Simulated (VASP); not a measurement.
# Ru (P6_3/mmc) in VASP: notebook

Runs on Ru. Level: PBEsol. Tasks: single point.

Program: VASP 6.6.1. These are calculated values, not measurements. Logs are shortened: lines on timing, memory, paths and dates and some standing lists are left out, and cuts for length are marked.

## Step 1: The cell of the first run

Symmetry: P6_3/mmc, No. 194, hexagonal system. Conventional cell: a = 2.746 Å, b = 2.746 Å, c = 4.153 Å, α = 90.00°, β = 90.00°, γ = 120.00°. Ru (site symmetry -6m2) has 12 Ru at 2.61 to 2.75 Å within 3.4 Å.

## Step 2: Single point, PBEsol (strain +0.015 along x and y, -0.030 along z)

INCAR

```
SYSTEM = Ru
PREC = Accurate
ENCUT = 520
EDIFF = 1E-7
ISMEAR = 0
SIGMA = 0.15
LREAL = .False.
LASPH = .True.
NELM = 80
ALGO = Fast
ISIF = 2
LWAVE = .False.
LCHARG = .False.
GGA = PS
NBANDS = 21
```

KPOINTS

```
Automatic mesh
0
Gamma
  24 24 12
  0 0 0
```

POSCAR

```
Ru
1.0
    2.7463863242      0.0000000000      0.0000000000
   -1.3731931621      2.3784403254      0.0000000000
    0.0000000000      0.0000000000      4.1534430000
Ru
2
Direct
    0.3333333333      0.6666666667      0.2500000000
    0.6666666667      0.3333333333      0.7500000000
```

Potentials or basis: VASP PAW PBE potentials, release 64 (Ru_pv).

On the command line:

```
cat potpaw_PBE.64/Ru_pv/POTCAR > POTCAR
mpirun -np 1 vasp_std > vasp.out
```

OUTCAR:

```text
SYSTEM = Ru
   PREC = Accurate
   ENCUT = 520
   EDIFF = 1E-7
   ISMEAR = 0
   LREAL = .False.
   LASPH = .True.
   NELM = 80
   ISIF = 2
   GGA = PS

 ion  position               nearest neighbor table
   1  0.333  0.667  0.250-   2 2.61   2 2.61   2 2.61   2 2.61   2 2.61   2 2.61
   2  0.667  0.333  0.750-   1 2.61   1 2.61   1 2.61   1 2.61   1 2.61   1 2.61

  LATTYP: Found a hexagonal cell.
 ALAT       =     2.7463863242
 C/A-ratio  =     1.5123302077

  Lattice vectors:

 A1 = (   2.7463863242,   0.0000000000,   0.0000000000)
 A2 = (  -1.3731931621,   2.3784403254,   0.0000000000)
 A3 = (   0.0000000000,   0.0000000000,   4.1534430000)

Analysis of symmetry for initial positions (statically):
=====================================================================
 Subroutine PRICEL returns:
 Original cell was already a primitive cell.

 Routine SETGRP: Setting up the symmetry group for a
 hexagonal supercell.

 Subroutine GETGRP returns: Found 24 space group operations
 (whereof 12 operations were pure point group operations)
 out of a pool of 24 trial point group operations.

The static configuration has the point symmetry D_3d.
 The point group associated with its full space group is D_6h.

Analysis of symmetry for dynamics (positions and initial velocities):
=====================================================================
 Subroutine PRICEL returns:
 Original cell was already a primitive cell.

 Routine SETGRP: Setting up the symmetry group for a
 hexagonal supercell.

 Subroutine GETGRP returns: Found 24 space group operations
 (whereof 12 operations were pure point group operations)
 out of a pool of 24 trial point group operations.

The dynamic configuration has the point symmetry D_3d.
 The point group associated with its full space group is D_6h.

 Subroutine INISYM returns: Found 24 space group operations
 (whereof 12 operations are pure point group operations),
 and found     1 'primitive' translations

----------------------------------------------------------------------------------------

                                     Primitive cell

  volume of cell :      27.1308

  direct lattice vectors                    reciprocal lattice vectors
     2.746386324  0.000000000  0.000000000     0.364114834  0.210221797  0.000000000
    -1.373193162  2.378440325  0.000000000     0.000000000  0.420443595  0.000000000
     0.000000000  0.000000000  4.153443000     0.000000000  0.000000000  0.240764108
[... 76 lines left out ...]
   ISTART =      0    job   : 0-new  1-cont  2-samecut
   ICHARG =      2    charge: 1-file 2-atom 10-const
   ISPIN  =      1    spin polarized calculation?
   LNONCOLLINEAR =      F non collinear calculations
   LSORBIT =      F    spin-orbit coupling
   LASPH  =      T    aspherical Exc in radial PAW
   ENCUT  =  520.0 eV  38.22 Ry    6.18 a.u.   5.11  5.11  7.72*2*pi/ulx,y,z
   NELM   =     80;   NELMIN=  2; NELMDL= -5     # of ELM steps
   EDIFF  = 0.1E-06   stopping-criterion for ELM
   LREAL  =      F    real-space projection
   EDIFFG = 0.1E-05   stopping-criterion for IOM
   NSW    =      0    number of steps for IOM
   IBRION =     -1    ionic relax: 0-MD 1-quasi-New 2-CG
   NFREE  =      0    steps in history (QN), initial steepest desc. (CG)
   ISIF   =      2    stress and relaxation
   ISYM   =      2    0-nonsym 1-usesym 2-fastsym
   POTIM  = 0.5000    time-step for ionic-motion
   TEBEG  =    0.0;   TEEND  =   0.0 temperature during run
   PSTRESS=    0.0 pullay stress
   NELECT =      28.0000    total number of electrons
   NUPDOWN=      -1.0000    fix difference up-down
   EMIN   =  10.00;   EMAX   =-10.00  energy-range for DOS
   EFERMI =   0.00;   METHOD = LEGACY
   ISMEAR =     0;   SIGMA  =   0.15  broadening in eV -4-tet -1-fermi 0-gaus
   EFERMI_NEDOS =   21; number of points for ismear=-14 and -15
   IALGO  =     68    algorithm
   IMIX   =      4    mixing-type and parameters
     AMIX     =   0.40;   BMIX     =  1.00
     AMIX_MAG =   1.60;   BMIX_MAG =  1.00
  volume/ion in A,a.u.               =      13.57        91.54
  Fermi-wavevector in a.u.,A,eV,Ry     =   1.654398  3.126360 37.239614  2.737034
  Thomas-Fermi vector in A             =   2.742673
   LORBIT       =      0    0 simple, 1 ext, 2 COOP (PROOUT), +10 PAW based schemes
   GGA     = PS    functional components
   LHFCALC =     F    Hartree Fock is set to
   AEXX    =    0.0000 exact exchange contribution
   IVDW    =     0    specifies the selected vdW correction
   LEPSILON=     F    determine dielectric tensor
   LRPA    =     F    only Hartree local field effects (RPA)
 non-spin polarized calculation
 RMM-DIIS sequential band-by-band and
 Gauss-broadening in eV      SIGMA  =   0.15
  energy-cutoff  :      520.00
  volume of cell :       27.13
 maximum number of plane-waves:       746
   NGX = 11   NGY = 11   NGZ = 15

 number of electron      27.9999999 magnetization

 Free energy of the ion-electron system (eV)
  ---------------------------------------------------
  ext. energy  EPLUGINS =         0.00000000
  ---------------------------------------------------
  free energy    TOTEN  =       -20.29714663 eV

  energy without entropy =      -20.27946522  energy(sigma->0) =      -20.28830593

 E-fermi :  12.7350     XC(G=0): -14.2819

 val. band max:       12.7343141095   @ k =   0.2917   0.1667   0.2500
 cond. band min:      12.7352646901   @ k =   0.4167   0.1250   0.3333
 fundamental gap:      0.0009505806
 Fermi energy:        12.7349547337

 k-point     1 :       0.0000    0.0000    0.0000
  band No.  band energies     occupation
      1     -30.9574      2.00000
      2     -30.0104      2.00000
      3     -30.0104      2.00000
      4     -29.7944      2.00000
      5     -29.7944      2.00000
      6     -29.6957      2.00000
[... 565 lines left out ...]
     20      24.9855      0.00000
     21      25.1582      0.00000

 [... further k-points ...]
[... 5 lines left out ...]
  --------------------------------------------------------------------------------------
  -------------------------------------------------------------------------------------
  Total       -1.8785725     -1.8785725      1.2945840      0.0000000      0.0000000      0.0000000
  in kB     -110.9369978   -110.9369978     76.4502097      0.0000000      0.0000000      0.0000000
  external PRESSURE =     -48.4745953 kB  Pullay stress =       0.0000000 kB

 VOLUME and BASIS-vectors are now :
 -----------------------------------------------------------------------------
  energy-cutoff  :      520.00
  volume of cell :       27.13
      direct lattice vectors                 reciprocal lattice vectors
     2.746386324  0.000000000  0.000000000     0.364114834  0.210221797  0.000000000
    -1.373193162  2.378440325  0.000000000     0.000000000  0.420443595  0.000000000
     0.000000000  0.000000000  4.153443000     0.000000000  0.000000000  0.240764108

 POSITION                                       TOTAL-FORCE (eV/Angst)
 -----------------------------------------------------------------------------------
     -0.00000      1.58563      1.03836         0.000000      0.000000      0.000000
      1.37319      0.79281      3.11508        -0.000000      0.000000      0.000000
 -----------------------------------------------------------------------------------
    total drift:                               -0.000000      0.000000     -0.000000

  FREE ENERGIE OF THE ION-ELECTRON SYSTEM (eV)
  ---------------------------------------------------
  free  energy   TOTEN  =       -20.2971466303 eV

  energy  without entropy=      -20.2794652241  energy(sigma->0) =      -20.28830593
```

stdout:

```text
POSCAR found type information on POSCAR Ru
 POSCAR found :  1 types and       2 ions
 scaLAPACK will be used
 -----------------------------------------------------------------------------
|                                                                             |
|                                                                             |
|     You enforced a specific xc type in the INCAR file but a different       |
|     I HOPE YOU KNOW WHAT YOU ARE DOING!                                     |
|                                                                             |
 -----------------------------------------------------------------------------

 LDA part: xc-table for (Slater+PW92), standard interpolation
 POSCAR, INCAR and KPOINTS ok, starting setup
 FFT: planning ... GRIDC
 FFT: planning ... GRID_SOFT
 FFT: planning ... GRID
 WAVECAR not read
 entering main loop
WARNING in EDDRMM: call to ZHEGV failed, returncode =   6  3     20
WARNING in EDDRMM: call to ZHEGV failed, returncode =   8  4     20
```

Wall time 79 s (1 thread of Intel Xeon 6975P-C (Granite Rapids), shared host); peak memory 0.28 GiB.

Results:

- Free energy: -20.2971 eV
- Pressure: -4.8 GPa
- Band gap on the k mesh: zero (band 14 reaches 14.13 eV, above the bottom of band 15 at 10.94 eV)

Caveat: the cell differs from its parent crystal (strain +0.015 along x and y, -0.030 along z); the PAW data sets were made with another functional, which shifts forces and pressure a little.

[end of part 1 of 2]
